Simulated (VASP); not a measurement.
# H18CO9 in VASP: notebook, part 2 of 2

VASP 6.6.1.

### 3 Single point, r2SCAN+D3(BJ)

File POSCAR:

```
H18CO9
1.0
    6.6973560000      0.0000000000      0.0000000000
    0.0000000000      6.6973560000      0.0000000000
    0.0000000000      0.0000000000      6.6973560000
O H C
9 18 1
Direct
    0.1814447373      0.4844449063      0.4909549380
   -0.0438083327      0.0383733521      0.8197264712
    0.6088671410      0.6983502146      0.4483859003
    0.2463210855     -0.0226507296      0.5047364960
    0.5912781103      0.1794588790      0.1938675501
    0.3785225095      0.5091561506      1.0797992521
    1.0003350576      0.4482515190      0.8783764817
    0.7762167637      0.7614945361      0.0702665350
    0.5717629465      0.2884720478      0.5986541555
    0.3105703206      0.4479827562      0.5333746631
    0.2100530418      0.5025117375      0.3535872962
   -0.0146625026      0.1714109269      0.8587567990
    0.0390751216     -0.0016424392      0.7052335280
    0.7144013249      0.7445774123      0.3579472257
    0.6640978918      0.6069111452      0.5449762563
    0.2123375254      0.0935593091      0.4291394992
    0.3744462740     -0.0862579203      0.4635709973
    0.6483454068      0.0430319069      0.1714407895
    0.6416860624      0.2065143319      0.3327283185
    0.4708275923      0.6068215576      1.1245333233
    0.4437422768      0.3905869719      1.1281466895
    1.1088704259      0.4751128654      0.9676206551
    1.0424561573      0.4990924777      0.7373058861
    0.8717768624      0.8470357556     -0.0004927318
    0.7976431296      0.6320703275      0.0045988297
    0.5969519912     -0.0155733098      0.6358778001
    0.5626996683      0.1511491998      0.8648039614
    0.5726886849      0.1408914204      0.7030386320
```

File INCAR.step1:

```
PREC     = Accurate       # precision mode
ENCUT    = 580            # plane-wave cutoff, eV
ISMEAR   = -1             # smearing method
SIGMA    = 0.02           # smearing width, eV
LREAL    = False          # projectors in reciprocal space
LASPH    = True           # aspherical terms in the spheres
NELM     = 120            # most SCF steps
NBANDS   = 58             # bands
GGA      = PE             # functional
ALGO     = Normal         # electronic algorithm
EDIFF    = 1E-5           # SCF threshold, eV
LWAVE    = True           # write WAVECAR
LCHARG   = False          # write CHGCAR
GGA_COMPAT= False
```

File INCAR.step2:

```
PREC     = Accurate       # precision mode
ENCUT    = 580            # plane-wave cutoff, eV
EDIFF    = 1E-6           # SCF threshold, eV
ISMEAR   = -1             # smearing method
SIGMA    = 0.02           # smearing width, eV
LREAL    = False          # projectors in reciprocal space
LASPH    = True           # aspherical terms in the spheres
NELM     = 120            # most SCF steps
ALGO     = Normal         # electronic algorithm
ISIF     = 2              # what is computed and relaxed
LWAVE    = False          # write WAVECAR
LCHARG   = False          # write CHGCAR
METAGGA  = R2SCAN         # meta-GGA
LMIXTAU  = True         
IVDW     = 12             # dispersion correction
VDW_S6   = 1.0          
VDW_S8   = 0.78981345   
VDW_A1   = 0.49484001   
VDW_A2   = 5.73083694   
NBANDS   = 58             # bands
ISTART   = 1            
GGA_COMPAT= False
```

File KPOINTS:

```
regular mesh
0
Gamma
  1 1 1
```

Potentials or basis: VASP PAW PBE potentials, release 64 (O, H, C).

Started as:

```
> cat potpaw_PBE.64/O/POTCAR potpaw_PBE.64/H/POTCAR potpaw_PBE.64/C/POTCAR > POTCAR
> cp INCAR.step1 INCAR
> mpirun -np 1 vasp_gam > vasp.out
> cp INCAR.step2 INCAR
> mpirun -np 1 vasp_gam > vasp.out
```

OUTCAR:

```text
PREC = Accurate
   ENCUT = 580
   EDIFF = 1E-6
   ISMEAR = -1
   LREAL = False
   LASPH = True
   NELM = 120
   ISIF = 2
   METAGGA = R2SCAN
   IVDW = 12
   ISTART = 1
 IVDW          = 12

 ion  position               nearest neighbor table
   1  0.181  0.484  0.491-  10 0.94  11 0.95
   2  0.956  0.038  0.820-  12 0.95  13 0.98
   3  0.609  0.698  0.448-  15 0.96  14 0.98
   4  0.246  0.977  0.505-  16 0.96  17 1.00
   5  0.591  0.179  0.194-  18 1.00  19 1.01
   6  0.379  0.509  0.080-  20 0.95  21 0.96
   7  0.000  0.448  0.878-  22 0.96  23 1.04
   8  0.776  0.761  0.070-  24 0.98  25 0.98
   9  0.572  0.288  0.599-  28 1.21
  10  0.311  0.448  0.533-   1 0.94
  11  0.210  0.503  0.354-   1 0.95
  12  0.985  0.171  0.859-   2 0.95
  13  0.039  0.998  0.705-   2 0.98
  14  0.714  0.745  0.358-   3 0.98
[... 11 lines left out ...]
  26  0.597  0.984  0.636-  28 1.15
  27  0.563  0.151  0.865-  28 1.09
  28  0.573  0.141  0.703-  27 1.09  26 1.15   9 1.21

  LATTYP: Found a simple cubic cell.
 ALAT       =     6.6973560000

  Lattice vectors:

 A1 = (   6.6973560000,   0.0000000000,   0.0000000000)
 A2 = (   0.0000000000,   6.6973560000,   0.0000000000)
 A3 = (   0.0000000000,   0.0000000000,   6.6973560000)

Analysis of symmetry for initial positions (statically):
=====================================================================
 Subroutine PRICEL returns:
 Original cell was already a primitive cell.

 Routine SETGRP: Setting up the symmetry group for a
 simple cubic supercell.

 Subroutine GETGRP returns: Found  1 space group operations
 (whereof  1 operations were pure point group operations)
 out of a pool of 48 trial point group operations.

The static configuration has the point symmetry C_1 .

Analysis of symmetry for dynamics (positions and initial velocities):
=====================================================================
 Subroutine PRICEL returns:
 Original cell was already a primitive cell.

 Routine SETGRP: Setting up the symmetry group for a
 simple cubic supercell.

 Subroutine GETGRP returns: Found  1 space group operations
 (whereof  1 operations were pure point group operations)
 out of a pool of 48 trial point group operations.

The dynamic configuration has the point symmetry C_1 .

 Subroutine INISYM returns: Found  1 space group operations
 (whereof  1 operations are pure point group operations),
 and found     1 'primitive' translations

----------------------------------------------------------------------------------------

                                     Primitive cell

  volume of cell :     300.4071

  direct lattice vectors                    reciprocal lattice vectors
     6.697356000  0.000000000  0.000000000     0.149312654  0.000000000  0.000000000
     0.000000000  6.697356000  0.000000000     0.000000000  0.149312654  0.000000000
     0.000000000  0.000000000  6.697356000     0.000000000  0.000000000  0.149312654

  length of vectors
     6.697356000  6.697356000  6.697356000     0.149312654  0.149312654  0.149312654

  position of ions in fractional coordinates (direct lattice)
     0.181444737  0.484444906  0.490954938
     0.956191667  0.038373352  0.819726471
     0.608867141  0.698350215  0.448385900
     0.246321085  0.977349270  0.504736496
     0.591278110  0.179458879  0.193867550
     0.378522510  0.509156151  0.079799252
[... 20 lines left out ...]
     0.562699668  0.151149200  0.864803961
     0.572688685  0.140891420  0.703038632

  ion indices of the primitive-cell ions
   primitive index   ion index
                 1           1
                 2           2
                 3           3
                 4           4
                 5           5
                 6           6
[... 20 lines left out ...]
                27          27
                28          28

----------------------------------------------------------------------------------------

 KPOINTS: regular mesh

Automatic generation of k-mesh.
 Grid dimensions read from file:
 generate k-points for:    1    1    1

 Generating k-lattice:

  Cartesian coordinates                     Fractional coordinates (reciprocal lattice)
     0.149312654  0.000000000  0.000000000     1.000000000  0.000000000  0.000000000
     0.000000000  0.149312654  0.000000000     0.000000000  1.000000000  0.000000000
     0.000000000  0.000000000  0.149312654     0.000000000  0.000000000  1.000000000

  Length of vectors
     0.149312654  0.149312654  0.149312654

  Shift w.r.t. Gamma in fractional coordinates (k-lattice)
     0.000000000  0.000000000  0.000000000

 Subroutine IBZKPT returns following result:
 ===========================================

 Found      1 irreducible k-points:

 Following reciprocal coordinates:
            Coordinates               Weight
  0.000000  0.000000  0.000000      1.000000
   k-points           NKPTS =      1   k-points in BZ     NKDIM =      1   number of bands    NBANDS=     58
   number of dos      NEDOS =    301   number of ions     NIONS =     28
   total plane-waves  NPLWV = 157464
   dimension x,y,z NGX =    54 NGY =   54 NGZ =   54
   dimension x,y,z NGXF=   108 NGYF=  108 NGZF=  108
   ions per type =               9  18   1
   NGX,Y,Z   is equivalent  to a cutoff of  13.40, 13.40, 13.40 a.u.
   NGXF,Y,Z  is equivalent  to a cutoff of  26.81, 26.81, 26.81 a.u.
 SYSTEM =  unknown system
   PREC   = accura    normal or accurate (medium, high low for compatibility)
   ISTART =      1    job   : 0-new  1-cont  2-samecut
   ICHARG =      0    charge: 1-file 2-atom 10-const
   ISPIN  =      1    spin polarized calculation?
   LNONCOLLINEAR =      F non collinear calculations
   LSORBIT =      F    spin-orbit coupling
   LASPH  =      T    aspherical Exc in radial PAW
   ENCUT  =  580.0 eV  42.63 Ry    6.53 a.u.  13.15 13.15 13.15*2*pi/ulx,y,z
   NELM   =    120;   NELMIN=  2; NELMDL=  0     # of ELM steps
   EDIFF  = 0.1E-05   stopping-criterion for ELM
   LREAL  =      F    real-space projection
   EDIFFG = 0.1E-04   stopping-criterion for IOM
   NSW    =      0    number of steps for IOM
   IBRION =     -1    ionic relax: 0-MD 1-quasi-New 2-CG
   NFREE  =      0    steps in history (QN), initial steepest desc. (CG)
   ISIF   =      2    stress and relaxation
   ISYM   =      2    0-nonsym 1-usesym 2-fastsym
   POTIM  = 0.5000    time-step for ionic-motion
   TEBEG  =    0.0;   TEEND  =   0.0 temperature during run
   PSTRESS=    0.0 pullay stress
   NELECT =      76.0000    total number of electrons
   NUPDOWN=      -1.0000    fix difference up-down
   EMIN   =  10.00;   EMAX   =-10.00  energy-range for DOS
   EFERMI =   0.00;   METHOD = LEGACY
   ISMEAR =    -1;   SIGMA  =   0.02  broadening in eV -4-tet -1-fermi 0-gaus
   EFERMI_NEDOS =   21; number of points for ismear=-14 and -15
   IALGO  =     38    algorithm
   IMIX   =      4    mixing-type and parameters
     AMIX     =   0.40;   BMIX     =  1.00
     AMIX_MAG =   1.60;   BMIX_MAG =  1.00
  volume/ion in A,a.u.               =      10.73        72.40
  Fermi-wavevector in a.u.,A,eV,Ry     =   1.035403  1.956627 14.586246  1.072059
  Thomas-Fermi vector in A             =   2.169744
   LORBIT       =      0    0 simple, 1 ext, 2 COOP (PROOUT), +10 PAW based schemes
   METAGGA = R2SCAN    functional components
   LHFCALC =     F    Hartree Fock is set to
   AEXX    =    0.0000 exact exchange contribution
   IVDW    =    12    specifies the selected vdW correction
   LEPSILON=     F    determine dielectric tensor
   LRPA    =     F    only Hartree local field effects (RPA)
 non-spin polarized calculation
  energy-cutoff  :      580.00
  volume of cell :      300.41
 maximum number of plane-waves:      4730
 NGX is ok and might be reduce to    54
   NGX = 27   NGY = 27   NGZ = 27

 number of electron      76.0000005 magnetization

 Free energy of the ion-electron system (eV)
  ---------------------------------------------------
  ext. energy  EPLUGINS =         0.00000000
  ---------------------------------------------------
  free energy    TOTEN  =      -149.81156365 eV

  energy without entropy =     -149.81156365  energy(sigma->0) =     -149.81156365

 E-fermi :  -3.2405     XC(G=0):  -6.9231

 val. band max:       -3.7399329777   @ k =   0.0000   0.0000   0.0000
 cond. band min:       0.9584062110   @ k =   0.0000   0.0000   0.0000
 fundamental gap:      4.6983391886
 Fermi energy:        -3.2404782240

 k-point     1 :       0.0000    0.0000    0.0000
  band No.  band energies     occupation
      1     -25.3713      2.00000
      2     -24.1044      2.00000
      3     -23.8928      2.00000
      4     -23.7319      2.00000
      5     -23.5870      2.00000
      6     -23.5292      2.00000
[... 42 lines left out ...]
     49       6.4158      0.00000
     50       6.5746      0.00000
 [bands above 50 left out]

------------------------ aborting loop because EDIFF is reached ----------------------------------------

 Edisp (eV)   -0.46785

 E8    (eV) :    -0.0691

  FORCE on cell =-STRESS in cart. coord.  units (eV):
  Direction    XX          YY          ZZ          XY          YZ          ZX
  --------------------------------------------------------------------------------------
  -------------------------------------------------------------------------------------
  Total      -2.32833    -0.99794    -2.64487     2.64268    -1.18323     2.76004
  in kB     -12.41782    -5.32238   -14.10602    14.09433    -6.31057    14.72029
  external pressure =      -10.62 kB  Pullay stress =        0.00 kB

 VOLUME and BASIS-vectors are now :
 -----------------------------------------------------------------------------
  energy-cutoff  :      580.00
  volume of cell :      300.41
      direct lattice vectors                 reciprocal lattice vectors
     6.697356000  0.000000000  0.000000000     0.149312654  0.000000000  0.000000000
     0.000000000  6.697356000  0.000000000     0.000000000  0.149312654  0.000000000
     0.000000000  0.000000000  6.697356000     0.000000000  0.000000000  0.149312654

 POSITION                                       TOTAL-FORCE (eV/Angst)
 -----------------------------------------------------------------------------------
      1.21520      3.24450      3.28810        -1.097931     -0.232849      0.449536
      6.40396      0.25700      5.49000        -0.348843     -1.833648     -0.558991
      4.07780      4.67710      3.00300        -0.056852      0.623331     -0.294535
      1.64970      6.54566      3.38040         0.454793     -0.990603      0.405022
      3.96000      1.20190      1.29840         1.414150     -1.492548      1.250992
      2.53510      3.41000      0.53444        -0.833370     -0.310718     -0.015764
[... 20 lines left out ...]
      3.76860      1.01230      5.79190        -0.260297      0.066356      0.483881
      3.83550      0.94360      4.70850         0.807825     -1.948536     -0.289040
 -----------------------------------------------------------------------------------
    total drift:                                0.000060      0.001013     -0.001507

  FREE ENERGIE OF THE ION-ELECTRON SYSTEM (eV)
  ---------------------------------------------------
  free  energy   TOTEN  =      -150.2794167772 eV

  energy  without entropy=     -150.2794167772  energy(sigma->0) =     -150.27941678
```

It took 91 s on 1 thread of AMD EPYC 9R45 (Zen 5), shared host; peak memory 0.38 GiB.

What came out:

* Free energy: -150.2794 eV
* Pressure: -1.1 GPa
* Largest force: 2.616 eV/Å
* Dispersion energy per atom: -0.017 eV

Forces on the atoms (eV/Å):
```
O   -1.098 -0.233  0.450
O   -0.349 -1.834 -0.559
O   -0.057  0.623 -0.295
O    0.455 -0.991  0.405
O    1.414 -1.493  1.251
O   -0.833 -0.311 -0.016
O   -0.278  0.597 -2.531
O    0.177 -0.190 -0.088
O    0.135  0.663 -0.814
H    1.341 -0.382  1.053
H   -0.238  0.569 -1.424
H    0.395  1.388 -0.018
H    0.012  0.389  0.584
H   -0.140 -0.557  0.145
H    0.066 -0.051 -0.067
H    0.537  0.213 -0.487
H   -1.311  0.625  0.014
H   -0.709  1.141 -0.330
H   -0.838  0.333 -0.778
H    0.443  1.202  0.173
H    0.141 -0.959 -0.139
H    0.847  0.354  0.117
H   -0.375 -0.956  2.322
H   -0.178  0.252 -0.131
H    0.091  0.236  0.264
H   -0.196  1.251  0.706
H   -0.260  0.066  0.484
C    0.808 -1.949 -0.289
```

Caveat: the k points lie up to 0.94 Å⁻¹ apart, too coarse for converged energies, forces and pressures; the atoms stand as in a frame of molecular dynamics; the PAW data sets were made with another functional, which shifts forces and pressure a little.
